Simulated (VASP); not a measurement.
Write the native input for VASP 6.6.1 that does the following.

```yaml
Task: single point
Functional: r2SCAN
Potentials_or_basis: VASP PAW PBE potentials, release 64 (Ti_sv, O)
Cutoff: 520 eV
k_mesh: 6 × 6 × 9
Occupations: fermi-dirac, width 0.05 eV
Spin: no spin polarisation
Dipole_correction: no
Further_INCAR_settings: ALGO = Normal; EDIFF = 1e-07; NBANDS = 33
```

Crystal: TiO2.

```
Ti O
1.0
     4.63030    0.00000    0.00000
     0.00000    4.63030    0.00000
     0.00000    0.00000    2.97881
Ti O
2 4
Cartesian
  0.0000 0.0000 1.4894
  2.3152 2.3152 0.0000
  1.4091 1.4091 1.4894
  0.9061 3.7242 0.0000
  3.7242 0.9061 0.0000
  3.2212 3.2212 1.4894
```

The input as run:

POSCAR

```
TiO2
1.0
    4.6303007105      0.0000000000      0.0000000000
    0.0000000000      4.6303007105      0.0000000000
    0.0000000000      0.0000000000      2.9788115719
Ti O
2 4
Direct
    0.0000000000      0.0000000000      0.5000000000
    0.5000000000      0.5000000000      0.0000000000
    0.3043213200      0.3043213200      0.5000000000
    0.1956786800      0.8043213200      0.0000000000
    0.8043213200      0.1956786800      0.0000000000
    0.6956786800      0.6956786800      0.5000000000
```

INCAR.step1

```
PREC = Accurate
ENCUT = 520
ISMEAR = -1
SIGMA = 0.05
LREAL = False
LASPH = True
NELM = 80
NBANDS = 33
GGA = PE
ALGO = Normal
EDIFF = 1E-4
LWAVE = True
LCHARG = False
```

INCAR.step2

```
PREC = Accurate
ENCUT = 520
EDIFF = 1E-7
ISMEAR = -1
SIGMA = 0.05
LREAL = False
LASPH = True
NELM = 80
ALGO = Normal
ISIF = 2
LWAVE = False
LCHARG = False
METAGGA = R2SCAN
LMIXTAU = True
NBANDS = 33
ISTART = 1
```

KPOINTS

```
regular mesh
0
Gamma
  6 6 9
```

Potentials or basis: VASP PAW PBE potentials, release 64 (Ti_sv, O).

Run with:

```sh
$ cat potpaw_PBE.64/Ti_sv/POTCAR potpaw_PBE.64/O/POTCAR > POTCAR
$ cp INCAR.step1 INCAR
$ mpirun -np 1 vasp_std > vasp.out
$ cp INCAR.step2 INCAR
$ mpirun -np 1 vasp_std > vasp.out
```

Results of the run:

| Quantity | Value |
| --- | --- |
| Pressure | -4.5 GPa |
| Largest force | 0.119 eV/Å |
| Band gap on the k mesh | 2.15 eV |

Caveat: the cell stands under tension; the PAW data sets were made with another functional, which shifts forces and pressure a little; an odd mesh through Γ misses points on the zone boundary, where band edges can lie.

It took 9.1 min on 1 thread of Intel Xeon 8259CL (shared host), peak memory 0.23 GiB.
